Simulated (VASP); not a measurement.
# Te2Se (Pn-3m) in VASP: further runs

Te2Se is run at these levels: PBE; tasks: single point, relaxation of cell and atoms.

All numbers are computed with VASP 6.6.1; they aren't measurements. Logs are shortened: lines on timing, memory, paths and dates and some standing lists are left out, and cuts for length are marked.

## Step 1: The cell of the first run

Symmetry: Pn-3m, No. 224, cubic system. The conventional cell has a = 6.238 Å, b = 6.238 Å, c = 6.238 Å, α = 90.00°, β = 90.00°, γ = 90.00°. Te (site symmetry -3m) has 2 Se at 2.70 Å within 3.6 Å. Within 3.6 Å of Se (site symmetry -43m) lie 4 Te at 2.70 Å.

## Step 2: Single point, PBE

Input file INCAR:

```
SYSTEM = Te2Se
PREC = Accurate
ENCUT = 520
EDIFF = 1E-6
ISMEAR = 0
SIGMA = 0.1
LREAL = .False.
LASPH = .True.
NELM = 60
ALGO = Normal
ISIF = 2
LWAVE = .False.
LCHARG = .False.
GGA = PE
NBANDS = 27
```

Input file KPOINTS:

```
regular mesh
0
Gamma
  6 6 6
  0 0 0
```

Input file POSCAR:

```
Te2Se
1.0
    6.2377883639      0.0000000000      0.0000000000
    0.0000000000      6.2377883639      0.0000000000
    0.0000000000      0.0000000000      6.2377883639
Te Se
4 2
Direct
    0.2500000000      0.2500000000      0.2500000000
    0.2500000000      0.7500000000      0.7500000000
    0.7500000000      0.7500000000      0.2500000000
    0.7500000000      0.2500000000      0.7500000000
    0.0000000000      0.0000000000      0.0000000000
    0.5000000000      0.5000000000      0.5000000000
```

Potentials or basis: VASP PAW PBE potentials, release 64 (Te, Se).

Launch:

```console
$ cat potpaw_PBE.64/Te/POTCAR potpaw_PBE.64/Se/POTCAR > POTCAR
$ mpirun -np 1 vasp_std > vasp.out
```

OUTCAR:

```text
SYSTEM = Te2Se
   PREC = Accurate
   ENCUT = 520
   EDIFF = 1E-6
   ISMEAR = 0
   LREAL = .False.
   LASPH = .True.
   NELM = 60
   ISIF = 2
   GGA = PE

 ion  position               nearest neighbor table
   1  0.250  0.250  0.250-   5 2.70   6 2.70
   2  0.250  0.750  0.750-   5 2.70   6 2.70
   3  0.750  0.750  0.250-   5 2.70   6 2.70
   4  0.750  0.250  0.750-   5 2.70   6 2.70
   5  0.000  0.000  0.000-   1 2.70   2 2.70   3 2.70   4 2.70
   6  0.500  0.500  0.500-   1 2.70   2 2.70   3 2.70   4 2.70

  LATTYP: Found a simple cubic cell.
 ALAT       =     6.2377883639

  Lattice vectors:

 A1 = (   6.2377883639,   0.0000000000,   0.0000000000)
 A2 = (   0.0000000000,   6.2377883639,   0.0000000000)
 A3 = (   0.0000000000,   0.0000000000,   6.2377883639)

Analysis of symmetry for initial positions (statically):
=====================================================================
 Subroutine PRICEL returns:
 Original cell was already a primitive cell.

 Routine SETGRP: Setting up the symmetry group for a
 simple cubic supercell.

 Subroutine GETGRP returns: Found 48 space group operations
 (whereof 24 operations were pure point group operations)
 out of a pool of 48 trial point group operations.

The static configuration has the point symmetry T_d .
 The point group associated with its full space group is O_h .

Analysis of symmetry for dynamics (positions and initial velocities):
=====================================================================
 Subroutine PRICEL returns:
 Original cell was already a primitive cell.

 Routine SETGRP: Setting up the symmetry group for a
 simple cubic supercell.

 Subroutine GETGRP returns: Found 48 space group operations
 (whereof 24 operations were pure point group operations)
 out of a pool of 48 trial point group operations.

The dynamic configuration has the point symmetry T_d .
 The point group associated with its full space group is O_h .

 Subroutine INISYM returns: Found 48 space group operations
 (whereof 24 operations are pure point group operations),
 and found     1 'primitive' translations

----------------------------------------------------------------------------------------

                                     Primitive cell

  volume of cell :     242.7124

  direct lattice vectors                    reciprocal lattice vectors
     6.237788364  0.000000000  0.000000000     0.160313230  0.000000000  0.000000000
     0.000000000  6.237788364  0.000000000     0.000000000  0.160313230  0.000000000
     0.000000000  0.000000000  6.237788364     0.000000000  0.000000000  0.160313230

  length of vectors
     6.237788364  6.237788364  6.237788364     0.160313230  0.160313230  0.160313230

  position of ions in fractional coordinates (direct lattice)
     0.250000000  0.250000000  0.250000000
     0.250000000  0.750000000  0.750000000
     0.750000000  0.750000000  0.250000000
     0.750000000  0.250000000  0.750000000
     0.000000000  0.000000000  0.000000000
     0.500000000  0.500000000  0.500000000

  ion indices of the primitive-cell ions
   primitive index   ion index
                 1           1
                 2           2
                 3           3
                 4           4
                 5           5
                 6           6

----------------------------------------------------------------------------------------

 KPOINTS: regular mesh

Automatic generation of k-mesh.
 Grid dimensions read from file:
 generate k-points for:    6    6    6

 Generating k-lattice:

  Cartesian coordinates                     Fractional coordinates (reciprocal lattice)
     0.026718872  0.000000000  0.000000000     0.166666667  0.000000000  0.000000000
     0.000000000  0.026718872  0.000000000     0.000000000  0.166666667  0.000000000
     0.000000000  0.000000000  0.026718872     0.000000000  0.000000000  0.166666667

  Length of vectors
     0.026718872  0.026718872  0.026718872

  Shift w.r.t. Gamma in fractional coordinates (k-lattice)
     0.000000000  0.000000000  0.000000000

 Subroutine IBZKPT returns following result:
 ===========================================

 Found     20 irreducible k-points:

 Following reciprocal coordinates:
            Coordinates               Weight
  0.000000  0.000000  0.000000      1.000000
  0.166667  0.000000  0.000000      6.000000
  0.333333  0.000000  0.000000      6.000000
  0.500000  0.000000  0.000000      3.000000
  0.166667  0.166667  0.000000     12.000000
  0.333333  0.166667  0.000000     24.000000
[... 12 lines left out ...]
  0.500000  0.500000  0.333333      6.000000
  0.500000  0.500000  0.500000      1.000000
   k-points           NKPTS =     20   k-points in BZ     NKDIM =     20   number of bands    NBANDS=     27
   number of dos      NEDOS =    301   number of ions     NIONS =      6
   total plane-waves  NPLWV = 110592
   dimension x,y,z NGX =    48 NGY =   48 NGZ =   48
   dimension x,y,z NGXF=    96 NGYF=   96 NGZF=   96
   ions per type =               4   2
   NGX,Y,Z   is equivalent  to a cutoff of  12.79, 12.79, 12.79 a.u.
   NGXF,Y,Z  is equivalent  to a cutoff of  25.59, 25.59, 25.59 a.u.
 SYSTEM =  Te2Se
   PREC   = accura    normal or accurate (medium, high low for compatibility)
   ISTART =      0    job   : 0-new  1-cont  2-samecut
   ICHARG =      2    charge: 1-file 2-atom 10-const
   ISPIN  =      1    spin polarized calculation?
   LNONCOLLINEAR =      F non collinear calculations
   LSORBIT =      F    spin-orbit coupling
   LASPH  =      T    aspherical Exc in radial PAW
   ENCUT  =  520.0 eV  38.22 Ry    6.18 a.u.  11.60 11.60 11.60*2*pi/ulx,y,z
   NELM   =     60;   NELMIN=  2; NELMDL= -5     # of ELM steps
   EDIFF  = 0.1E-05   stopping-criterion for ELM
   LREAL  =      F    real-space projection
   EDIFFG = 0.1E-04   stopping-criterion for IOM
   NSW    =      0    number of steps for IOM
   IBRION =     -1    ionic relax: 0-MD 1-quasi-New 2-CG
   NFREE  =      0    steps in history (QN), initial steepest desc. (CG)
   ISIF   =      2    stress and relaxation
   ISYM   =      2    0-nonsym 1-usesym 2-fastsym
   POTIM  = 0.5000    time-step for ionic-motion
   TEBEG  =    0.0;   TEEND  =   0.0 temperature during run
   PSTRESS=    0.0 pullay stress
   NELECT =      36.0000    total number of electrons
   NUPDOWN=      -1.0000    fix difference up-down
   EMIN   =  10.00;   EMAX   =-10.00  energy-range for DOS
   EFERMI =   0.00;   METHOD = LEGACY
   ISMEAR =     0;   SIGMA  =   0.10  broadening in eV -4-tet -1-fermi 0-gaus
   EFERMI_NEDOS =   21; number of points for ismear=-14 and -15
   IALGO  =     38    algorithm
   IMIX   =      4    mixing-type and parameters
     AMIX     =   0.40;   BMIX     =  1.00
     AMIX_MAG =   1.60;   BMIX_MAG =  1.00
  volume/ion in A,a.u.               =      40.45       272.98
  Fermi-wavevector in a.u.,A,eV,Ry     =   0.866586  1.637610 10.217586  0.750971
  Thomas-Fermi vector in A             =   1.984996
   LORBIT       =      0    0 simple, 1 ext, 2 COOP (PROOUT), +10 PAW based schemes
   GGA     = PE    functional components
   LHFCALC =     F    Hartree Fock is set to
   AEXX    =    0.0000 exact exchange contribution
   IVDW    =     0    specifies the selected vdW correction
   LEPSILON=     F    determine dielectric tensor
   LRPA    =     F    only Hartree local field effects (RPA)
 non-spin polarized calculation
 Gauss-broadening in eV      SIGMA  =   0.10
  energy-cutoff  :      520.00
  volume of cell :      242.71
 maximum number of plane-waves:      6619
 NGX is ok and might be reduce to    48
   NGX = 23   NGY = 23   NGZ = 23

 number of electron      36.0000000 magnetization

 Free energy of the ion-electron system (eV)
  ---------------------------------------------------
  ext. energy  EPLUGINS =         0.00000000
  ---------------------------------------------------
  free energy    TOTEN  =       -16.88981749 eV

  energy without entropy =      -16.84121378  energy(sigma->0) =      -16.86551564

 E-fermi :   2.2588     XC(G=0):  -7.8661

 val. band max:        2.2587617051   @ k =   0.5000   0.3333   0.3333
 cond. band min:       2.2593885165   @ k =   0.3333   0.3333   0.0000
 fundamental gap:      0.0006268115
 Fermi energy:         2.2588270857

 k-point     1 :       0.0000    0.0000    0.0000
  band No.  band energies     occupation
      1     -11.9672      2.00000
      2     -11.3546      2.00000
      3      -8.1476      2.00000
      4      -8.1476      2.00000
      5      -8.1476      2.00000
      6      -6.4640      2.00000
[... 19 lines left out ...]
     26       7.1263      0.00000
     27       7.1265      0.00000

 k-point     2 :       0.1667    0.0000    0.0000
  band No.  band energies     occupation
      1     -11.9319      2.00000
      2     -11.4034      2.00000
      3      -8.1453      2.00000
      4      -8.1453      2.00000
      5      -8.0574      2.00000
      6      -6.6252      2.00000
[... 19 lines left out ...]
     26       7.3084      0.00000
     27       7.4282      0.00000

 k-point     3 :       0.3333    0.0000    0.0000
  band No.  band energies     occupation
      1     -11.8321      2.00000
      2     -11.5292      2.00000
      3      -8.1406      2.00000
      4      -8.1406      2.00000
      5      -7.8042      2.00000
      6      -7.0031      2.00000
[... 19 lines left out ...]
     26       7.9835      0.00000
     27       8.0327      0.00000

 k-point     4 :       0.5000    0.0000    0.0000
  band No.  band energies     occupation
      1     -11.6870      2.00000
      2     -11.6870      2.00000
      3      -8.1382      2.00000
      4      -8.1382      2.00000
      5      -7.4315      2.00000
      6      -7.4315      2.00000
[... 19 lines left out ...]
     26       8.4638      0.00000
     27       8.6222      0.00000

 k-point     5 :       0.1667    0.1667    0.0000
  band No.  band energies     occupation
      1     -11.8999      2.00000
      2     -11.4428      2.00000
      3      -8.1878      2.00000
      4      -8.1497      2.00000
      5      -7.9350      2.00000
      6      -6.7476      2.00000
[... 19 lines left out ...]
     26       7.4752      0.00000
     27       7.5543      0.00000

 k-point     6 :       0.3333    0.1667    0.0000
  band No.  band energies     occupation
      1     -11.8102      2.00000
      2     -11.5470      2.00000
      3      -8.2011      2.00000
      4      -8.1636      2.00000
      5      -7.6977      2.00000
      6      -7.0429      2.00000
[... 324 lines left out ...]
      1     -11.8136      2.00000
      2     -11.4893      2.00000
      3      -8.2535      2.00000
      4      -8.2535      2.00000
      5      -8.0082      2.00000
      6      -6.5404      2.00000
[... 19 lines left out ...]
     26       8.0626      0.00000
     27       8.0626      0.00000

 k-point    18 :       0.5000    0.3333    0.3333
  band No.  band energies     occupation
      1     -11.8267      2.00000
      2     -11.4601      2.00000
      3      -8.2877      2.00000
      4      -8.2495      2.00000
      5      -8.0775      2.00000
      6      -6.4115      2.00000
[... 19 lines left out ...]
     26       8.0117      0.00000
     27       8.3252      0.00000

 k-point    19 :       0.5000    0.5000    0.3333
  band No.  band energies     occupation
      1     -11.8469      2.00000
      2     -11.4194      2.00000
      3      -8.2894      2.00000
      4      -8.2894      2.00000
      5      -8.1506      2.00000
      6      -6.2488      2.00000
[... 19 lines left out ...]
     26       7.9284      0.00000
     27       8.0001      0.00000

 k-point    20 :       0.5000    0.5000    0.5000
  band No.  band energies     occupation
      1     -11.8706      2.00000
      2     -11.3710      2.00000
      3      -8.2849      2.00000
      4      -8.2849      2.00000
      5      -8.2849      2.00000
      6      -6.0506      2.00000
[... 19 lines left out ...]
     26       7.6747      0.00000
     27       7.6747      0.00000

------------------------ aborting loop because EDIFF is reached ----------------------------------------

  FORCE on cell =-STRESS in cart. coord.  units (eV):
  Direction    XX          YY          ZZ          XY          YZ          ZX
  --------------------------------------------------------------------------------------
  -------------------------------------------------------------------------------------
  Total       -0.0651047     -0.0651047     -0.0651047     -0.0000000     -0.0000000      0.0000000
  in kB       -0.4297650     -0.4297650     -0.4297650     -0.0000000     -0.0000000      0.0000000
  external PRESSURE =      -0.4297650 kB  Pullay stress =       0.0000000 kB

 VOLUME and BASIS-vectors are now :
 -----------------------------------------------------------------------------
  energy-cutoff  :      520.00
  volume of cell :      242.71
      direct lattice vectors                 reciprocal lattice vectors
     6.237788364  0.000000000  0.000000000     0.160313230  0.000000000  0.000000000
     0.000000000  6.237788364  0.000000000     0.000000000  0.160313230  0.000000000
     0.000000000  0.000000000  6.237788364     0.000000000  0.000000000  0.160313230

 POSITION                                       TOTAL-FORCE (eV/Angst)
 -----------------------------------------------------------------------------------
      1.55945      1.55945      1.55945         0.000000      0.000000     -0.000000
      1.55945      4.67834      4.67834        -0.000000     -0.000000      0.000000
      4.67834      4.67834      1.55945        -0.000000      0.000000      0.000000
      4.67834      1.55945      4.67834         0.000000     -0.000000     -0.000000
      0.00000      0.00000      0.00000         0.000000     -0.000000     -0.000000
      3.11889      3.11889      3.11889         0.000000     -0.000000     -0.000000
 -----------------------------------------------------------------------------------
    total drift:                               -0.000000     -0.000000      0.000000

  FREE ENERGIE OF THE ION-ELECTRON SYSTEM (eV)
  ---------------------------------------------------
  free  energy   TOTEN  =       -16.8898174948 eV

  energy  without entropy=      -16.8412137797  energy(sigma->0) =      -16.86551564
```

Run time: 57 s. Hardware: 1 thread of Intel Xeon 6975P-C (Granite Rapids), shared host; peak memory 0.37 GiB.

What came out:

```
Free energy            : -16.8898 eV
Pressure               : 0.0 GPa
Band gap on the k mesh : zero (bands 18 and 19 overlap by 0.20 eV)
```

Caveat: spin-orbit coupling is left out, which moves the levels of the heavy elements.

## Step 3: Relaxation of cell and atoms, PBE

This run uses another cell than the first one, of 40.34 Å³/atom.

Input file INCAR:

```
SYSTEM = Te2Se
PREC     = Accurate       ! precision mode
ENCUT    = 600            ! plane-wave cutoff, eV
EDIFF    = 1E-6           ! SCF threshold, eV
ISMEAR   = 0              ! smearing method
SIGMA    = 0.1            ! smearing width, eV
LREAL    = .False.        ! projectors in reciprocal space
LASPH    = .True.         ! aspherical terms in the spheres
NELM     = 60             ! most SCF steps
ALGO     = Normal         ! electronic algorithm
ISIF     = 3              ! what is computed and relaxed
LWAVE    = .False.        ! write WAVECAR
LCHARG   = .False.        ! write CHGCAR
GGA      = PE             ! functional
IBRION   = 2              ! ionic algorithm
NSW      = 100            ! ionic steps
EDIFFG   = -0.01          ! ionic threshold
```

KPOINTS is that of step 2.

Edit POSCAR of step 2 so:

```diff
@@ -2,5 +2,5 @@
 1.0
-    6.2377883639      0.0000000000      0.0000000000
-    0.0000000000      6.2377883639      0.0000000000
-    0.0000000000      0.0000000000      6.2377883639
+    6.2320786896      0.0000000000      0.0000000000
+    0.0000000000      6.2320786896      0.0000000000
+    0.0000000000      0.0000000000      6.2320786896
 Te Se
```

Potentials or basis: VASP PAW PBE potentials, release 64 (Te, Se).

Launch:

```console
$ cat potpaw_PBE.64/Te/POTCAR potpaw_PBE.64/Se/POTCAR > POTCAR
$ mpirun -np 1 vasp_std > vasp.out
```

It took 71 s on 1 thread of Intel Xeon 6975P-C (Granite Rapids), shared host; peak memory 0.43 GiB.

Results (log left out):

```yaml
Free_energy: -16.8899 eV
Relaxed_volume: 40.40 Å³/atom
Relaxed_cell: a = 6.235 Å, b = 6.235 Å, c = 6.235 Å, α = 90.00°, β = 90.00°, γ = 90.00°
Space_group_after_relaxing_to_0.1_Å: Pn-3m (No. 224)
Energy_gained_by_relaxing: 0.0 meV/atom
Ionic_steps: 2
Pressure_after_relaxing: 0.0 GPa
Band_gap_on_the_k_mesh: zero (bands 18 and 19 overlap by 0.20 eV)
```

Final structure:
```
CELL_PARAMETERS angstrom
6.23513 0.00000 0.00000
0.00000 6.23513 0.00000
0.00000 0.00000 6.23513
ATOMIC_POSITIONS crystal
Te 0.25000 0.25000 0.25000
Te 0.25000 0.75000 0.75000
Te 0.75000 0.75000 0.25000
Te 0.75000 0.25000 0.75000
Se 0.00000 0.00000 0.00000
Se 0.50000 0.50000 0.50000
```

Levels at points of the mesh, in eV from the Fermi level:
```csv
k point,band 16,band 17,band 18,band 19,band 20,band 21
"(0.00, 0.00, 0.00)",-0.53,-0.53,0.00,0.00,0.00,1.05
"(0.50, 0.00, 0.00)",-1.18,-0.54,-0.54,0.95,0.95,2.38
"(0.50, 0.50, 0.00)",-0.46,-0.15,-0.15,-0.04,-0.04,2.53
"(0.50, 0.50, 0.50)",-0.15,-0.15,0.12,0.12,0.12,0.78
```

Caveat: spin-orbit coupling is left out, which moves the levels of the heavy elements.
